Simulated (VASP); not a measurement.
# Pd (P6/mmm) in VASP: notebook

Runs on Pd. Level: PBE. Tasks: single point.

Everything below comes from runs of VASP 6.6.1. Logs are shortened: lines on timing, memory, paths and dates and some standing lists are left out, and cuts for length are marked.

**1. The cell of the first run**

It takes space group P6/mmm (No. 191, hexagonal). Conventional cell: a = 4.504 Å, b = 4.504 Å, c = 2.681 Å, α = 90.00°, β = 90.00°, γ = 120.00°. Pd (site symmetry 6/mmm) has 14 Pd at 2.68 to 2.93 Å within 3.5 Å. Pd (site symmetry -6m2) has 11 Pd at 2.60 to 2.93 Å within 3.4 Å.

This isn't the form of Pd at room conditions, which is fcc.

**2. Single point, PBE (15.70 Å³/atom)**

POSCAR

```
Pd
1.0
    4.5041502062      0.0000000000      0.0000000000
   -2.2520751031      3.9007085010      0.0000000000
    0.0000000000      0.0000000000      2.6805721929
Pd
3
Direct
    0.0000000000      0.0000000000      0.0000000000
    0.3333333333      0.6666666667      0.5000000000
    0.6666666667      0.3333333333      0.5000000000
```

INCAR.step1

```
SYSTEM = Pd
  ALGO = Normal
  EDIFF = 1E-6
  ENCUT = 520
  GGA = PE
  ISIF = 2
  ISMEAR = -1
  LASPH = .True.
  LCHARG = .True.
  LMAXMIX = 4
  LREAL = .False.
  LWAVE = .False.
  NBANDS = 22
  NELM = 80
  PREC = Accurate
  SIGMA = 0.1
```

KPOINTS.step1

```
k-points
0
Gamma
  9 9 12
  0 0 0
```

INCAR.step2

```
SYSTEM = Pd
  ALGO = Normal
  EDIFF = 1E-6
  ENCUT = 520
  GGA = PE
  ICHARG = 11
  ISIF = 2
  ISMEAR = -5
  LASPH = .True.
  LCHARG = .False.
  LMAXMIX = 4
  LORBIT = 10
  LREAL = .False.
  LWAVE = .False.
  NEDOS = 2001
  NELM = 80
  PREC = Accurate
  SIGMA = 0.1
```

KPOINTS.step2

```
k-points
0
Gamma
  14 14 18
  0 0 0
```

Potentials or basis: VASP PAW PBE potentials, release 64 (Pd).

The run is started by

```bash
cat potpaw_PBE.64/Pd/POTCAR > POTCAR
cp INCAR.step1 INCAR
cp KPOINTS.step1 KPOINTS
mpirun -np 1 vasp_std > vasp.out
cp INCAR.step2 INCAR
cp KPOINTS.step2 KPOINTS
mpirun -np 1 vasp_std > vasp.out
```

OUTCAR:

```text
SYSTEM = Pd
   EDIFF = 1E-6
   ENCUT = 520
   GGA = PE
   ICHARG = 11
   ISIF = 2
   ISMEAR = -5
   LASPH = .True.
   LORBIT = 10
   LREAL = .False.
   NELM = 80
   PREC = Accurate

 ion  position               nearest neighbor table
   1  0.000  0.000  0.000-   2 2.93   3 2.93   2 2.93   3 2.93   2 2.93   2 2.93   3 2.93   3 2.93
                             3 2.93   3 2.93   2 2.93   2 2.93
   2  0.333  0.667  0.500-   3 2.60   3 2.60   3 2.60   1 2.93   1 2.93   1 2.93   1 2.93   1 2.93
                             1 2.93
   3  0.667  0.333  0.500-   2 2.60   2 2.60   2 2.60   1 2.93   1 2.93   1 2.93   1 2.93   1 2.93
                             1 2.93

  LATTYP: Found a hexagonal cell.
 ALAT       =     4.5041502062
 C/A-ratio  =     0.5951338366

  Lattice vectors:

 A1 = (   4.5041502062,   0.0000000000,   0.0000000000)
 A2 = (  -2.2520751031,   3.9007085010,   0.0000000000)
 A3 = (   0.0000000000,   0.0000000000,   2.6805721929)

Analysis of symmetry for initial positions (statically):
=====================================================================
 Subroutine PRICEL returns:
 Original cell was already a primitive cell.

 Routine SETGRP: Setting up the symmetry group for a
 hexagonal supercell.

 Subroutine GETGRP returns: Found 24 space group operations
 (whereof 24 operations were pure point group operations)
 out of a pool of 24 trial point group operations.

The static configuration has the point symmetry D_6h.

Analysis of symmetry for dynamics (positions and initial velocities):
=====================================================================
 Subroutine PRICEL returns:
 Original cell was already a primitive cell.

 Routine SETGRP: Setting up the symmetry group for a
 hexagonal supercell.

 Subroutine GETGRP returns: Found 24 space group operations
 (whereof 24 operations were pure point group operations)
 out of a pool of 24 trial point group operations.

The dynamic configuration has the point symmetry D_6h.

 Subroutine INISYM returns: Found 24 space group operations
 (whereof 24 operations are pure point group operations),
 and found     1 'primitive' translations

----------------------------------------------------------------------------------------

                                     Primitive cell

  volume of cell :      47.0960

  direct lattice vectors                    reciprocal lattice vectors
     4.504150206  0.000000000  0.000000000     0.222017463  0.128181842  0.000000000
    -2.252075103  3.900708501  0.000000000     0.000000000  0.256363684  0.000000000
[... 98 lines left out ...]
   TEBEG  =    0.0;   TEEND  =   0.0 temperature during run
   PSTRESS=    0.0 pullay stress
   NELECT =      30.0000    total number of electrons
   NUPDOWN=      -1.0000    fix difference up-down
   EMIN   =  10.00;   EMAX   =-10.00  energy-range for DOS
   EFERMI =   0.00;   METHOD = LEGACY
   ISMEAR =    -5;   SIGMA  =   0.10  broadening in eV -4-tet -1-fermi 0-gaus
   EFERMI_NEDOS =   21; number of points for ismear=-14 and -15
   IALGO  =     38    algorithm
   IMIX   =      4    mixing-type and parameters
     AMIX     =   0.40;   BMIX     =  1.00
     AMIX_MAG =   1.60;   BMIX_MAG =  1.00
  volume/ion in A,a.u.               =      15.70       105.94
  Fermi-wavevector in a.u.,A,eV,Ry     =   1.408599  2.661866 26.996005  1.984150
  Thomas-Fermi vector in A             =   2.530740
   LORBIT       =     10    0 simple, 1 ext, 2 COOP (PROOUT), +10 PAW based schemes
   GGA     = PE    functional components
   LHFCALC =     F    Hartree Fock is set to
   AEXX    =    0.0000 exact exchange contribution
   IVDW    =     0    specifies the selected vdW correction
   LEPSILON=     F    determine dielectric tensor
   LRPA    =     F    only Hartree local field effects (RPA)
 non-spin polarized calculation
 Fermi weights with tetrahedron method with Bloechl corrections
  energy-cutoff  :      520.00
  volume of cell :       47.10
 maximum number of plane-waves:      1286
 NGX is ok and might be reduce to    36

 number of electron      29.9999986 magnetization

 Free energy of the ion-electron system (eV)
  ---------------------------------------------------
  ext. energy  EPLUGINS =         0.00000000
  ---------------------------------------------------
  free energy    TOTEN  =       -15.32462247 eV

  energy without entropy =      -15.32462247  energy(sigma->0) =      -15.32462247

 E-fermi :   8.7512     XC(G=0): -12.7862

 val. band max:        8.7818926666   @ k =   0.3571   0.2857   0.3889
 cond. band min:       8.6920531267   @ k =   0.3571   0.2143   0.0000
 fundamental gap:     -0.0898395399
 Fermi energy:         8.7512087792

 k-point     1 :       0.0000    0.0000    0.0000
  band No.  band energies     occupation
      1       2.1123      2.00000
      2       4.0191      2.00000
      3       5.4228      2.00000
      4       5.7957      2.00000
      5       5.7957      2.00000
      6       5.8089      2.00000
[... 505 lines left out ...]
      6       5.4587      2.00000
[... 11 lines left out ...]
     18       8.7005      0.41249
     19      19.3927      0.00000

 [... further k-points ...]

------------------------ aborting loop because EDIFF is reached ----------------------------------------

  FORCE on cell =-STRESS in cart. coord.  units (eV):
  Direction    XX          YY          ZZ          XY          YZ          ZX
  --------------------------------------------------------------------------------------
  -------------------------------------------------------------------------------------
  Total       -0.1369510     -0.1369510      0.2683321      0.0000000     -0.0000000      0.0000000
  in kB       -4.6589901     -4.6589901      9.1284992      0.0000000     -0.0000000      0.0000000
  external PRESSURE =      -0.0631603 kB  Pullay stress =       0.0000000 kB

 VOLUME and BASIS-vectors are now :
 -----------------------------------------------------------------------------
  energy-cutoff  :      520.00
  volume of cell :       47.10
      direct lattice vectors                 reciprocal lattice vectors
     4.504150206  0.000000000  0.000000000     0.222017463  0.128181842  0.000000000
    -2.252075103  3.900708501  0.000000000     0.000000000  0.256363684  0.000000000
     0.000000000  0.000000000  2.680572193     0.000000000  0.000000000  0.373054679

 POSITION                                       TOTAL-FORCE (eV/Angst)
 -----------------------------------------------------------------------------------
      0.00000      0.00000      0.00000         0.000000      0.000000     -0.000000
     -0.00000      2.60047      1.34029         0.000000      0.000000      0.000000
      2.25208      1.30024      1.34029        -0.000000      0.000000     -0.000000
 -----------------------------------------------------------------------------------
    total drift:                               -0.000000      0.000000     -0.000000

  FREE ENERGIE OF THE ION-ELECTRON SYSTEM (eV)
  ---------------------------------------------------
  free  energy   TOTEN  =       -15.3246224748 eV

  energy  without entropy=      -15.3246224748  energy(sigma->0) =      -15.32462247

 total charge

# of ion       s       p       d       tot
------------------------------------------
    1        0.437   0.387   8.466   9.290
    2        0.477   0.429   8.473   9.379
    3        0.477   0.429   8.473   9.379
--------------------------------------------------
tot          1.391   1.245  25.413  28.049
```

OUTCAR.step1:

```text
SYSTEM = Pd
   EDIFF = 1E-6
   ENCUT = 520
   GGA = PE
   ISIF = 2
   ISMEAR = -1
   LASPH = .True.
[... 828 lines left out ...]
      0.00000      0.00000      0.00000        -0.000000     -0.000000     -0.000000
     -0.00000      2.60047      1.34029        -0.000000      0.000000      0.000000
      2.25208      1.30024      1.34029         0.000000     -0.000000     -0.000000
 -----------------------------------------------------------------------------------
    total drift:                                0.000000      0.000000     -0.000000

  FREE ENERGIE OF THE ION-ELECTRON SYSTEM (eV)
  ---------------------------------------------------
  free  energy   TOTEN  =       -15.4350681565 eV

  energy  without entropy=      -15.2531237425  energy(sigma->0) =      -15.34409595
```

OSZICAR.step1:

```text
N       E                     dE             d eps       ncg     rms          rms(c)
DAV:   1     0.185727030112E+03    0.18573E+03   -0.14941E+04  3696   0.131E+03
DAV:   2    -0.122967151280E+02   -0.19802E+03   -0.18576E+03  3966   0.299E+02
DAV:   3    -0.161428688586E+02   -0.38462E+01   -0.38002E+01  4176   0.465E+01
DAV:   4    -0.161749077806E+02   -0.32039E-01   -0.32032E-01  4206   0.410E+00
DAV:   5    -0.161754661152E+02   -0.55833E-03   -0.55833E-03  4338   0.602E-01    0.116E+01
DAV:   6    -0.154878708022E+02    0.68760E+00   -0.21415E+00  3966   0.129E+01    0.605E+00
DAV:   7    -0.156287369857E+02   -0.14087E+00   -0.14642E+00  4098   0.111E+01    0.503E+00
DAV:   8    -0.154400470363E+02    0.18869E+00   -0.57824E-01  4026   0.933E+00    0.244E+00
DAV:   9    -0.154360134981E+02    0.40335E-02   -0.14786E-02  4146   0.884E-01    0.319E-01
DAV:  10    -0.154350896147E+02    0.92388E-03   -0.45962E-03  4194   0.705E-01    0.636E-02
DAV:  11    -0.154350652505E+02    0.24364E-04   -0.22310E-04  4236   0.153E-01    0.151E-02
DAV:  12    -0.154350686171E+02   -0.33666E-05   -0.85530E-06  4332   0.297E-02    0.801E-03
DAV:  13    -0.154350681565E+02    0.46058E-06   -0.19374E-06  2646   0.147E-02
   1 F= -.15435068E+02 E0= -.15344096E+02  d E =-.181944E+00
```

It took 68 s on 1 thread of Intel Xeon 6975P-C (Granite Rapids), shared host; peak memory 0.29 GiB.

What came out:

```
Valence electrons inside the program's atomic spheres : Pd 9.29, 9.38 (each value once)
```

Levels at points of the mesh, in eV from the Fermi level:
```
           k point  band 13  band 14  band 15  band 16  band 17  band 18
(0.00, 0.00, 0.00)    -1.31    -1.31     0.15     0.15     7.30     7.31
(0.50, 0.00, 0.00)    -0.30    -0.30    -0.22    -0.02     0.21     1.42
(0.00, 0.00, 0.50)    -0.15    -0.15     0.70     2.37     3.13     9.27
(0.50, 0.00, 0.50)    -0.36     0.14     0.43     2.96     3.21     6.37
```

**3. Single point, PBE (6.28 Å³/atom)**

This run uses another cell than the first one, of 6.28 Å³/atom.

POSCAR

```
Pd
1.0
    3.3231582645      0.0000000000      0.0000000000
   -1.6615791323      2.8779394779      0.0000000000
    0.0000000000      0.0000000000      1.9697503203
Pd
3
Direct
    0.0000000000      0.0000000000      0.0000000000
    0.3333333333      0.6666666667      0.5000000000
    0.6666666667      0.3333333333      0.5000000000
```

INCAR.step1

```
SYSTEM = Pd
PREC = Accurate ; ENCUT = 470
EDIFF = 1E-6 ; ISMEAR = -1
SIGMA = 0.1 ; LREAL = .FALSE.
LASPH = .TRUE. ; NELM = 120
ALGO = Normal ; ISIF = 2
LWAVE = .FALSE. ; LCHARG = .TRUE.
LMAXMIX = 4 ; GGA = PE
NBANDS = 34 ; GGA_COMPAT = .FALSE.
NEDOS = 2001 ; LORBIT = 11
```

KPOINTS.step1

```
regular mesh
0
G
  9 9 12
  0 0 0
```

INCAR.step2

```
SYSTEM = Pd
PREC = Accurate ; ENCUT = 470
EDIFF = 1E-6 ; ISMEAR = -5
SIGMA = 0.1 ; LREAL = .FALSE.
LASPH = .TRUE. ; NELM = 120
ALGO = Normal ; ISIF = 2
LWAVE = .FALSE. ; LCHARG = .FALSE.
LMAXMIX = 4 ; GGA = PE
LORBIT = 11 ; NBANDS = 34
NEDOS = 1001 ; ICHARG = 11
GGA_COMPAT = .FALSE.
```

KPOINTS.step2

```
regular mesh
0
G
  14 14 18
  0 0 0
```

Potentials or basis: VASP PAW PBE potentials, release 64 (Pd_sv_GW).

The run is started by

```bash
cat potpaw_PBE.64/Pd_sv_GW/POTCAR > POTCAR
cp INCAR.step1 INCAR
cp KPOINTS.step1 KPOINTS
mpirun -np 1 vasp_std > vasp.out
cp INCAR.step2 INCAR
cp KPOINTS.step2 KPOINTS
mpirun -np 1 vasp_std > vasp.out
```

Run time: 71 s. Hardware: 1 thread of Intel Xeon 6975P-C (Granite Rapids), shared host; peak memory 0.24 GiB.

The run converged. Its results:

| Item | Value |
| --- | --- |
| Valence electrons inside the program's atomic spheres | Pd 17.66, 17.82 (each value once) |

Levels at points of the mesh, in eV from the Fermi level:
| k point | band 25 | band 26 | band 27 | band 28 | band 29 | band 30 |
| --- | --- | --- | --- | --- | --- | --- |
| (0.00, 0.00, 0.00) | -6.15 | -6.15 | 0.99 | 0.99 | 13.19 | 13.19 |
| (0.50, 0.00, 0.00) | -1.26 | -1.16 | -1.08 | -0.67 | 0.88 | 1.52 |
| (0.00, 0.00, 0.50) | -0.58 | -0.58 | 3.28 | 7.20 | 8.91 | 15.04 |
| (0.50, 0.00, 0.50) | -1.88 | 0.28 | 2.21 | 4.92 | 9.29 | 13.45 |

Caveat: atoms lie so close that the PAW spheres overlap strongly, which falsifies energies and pressures.
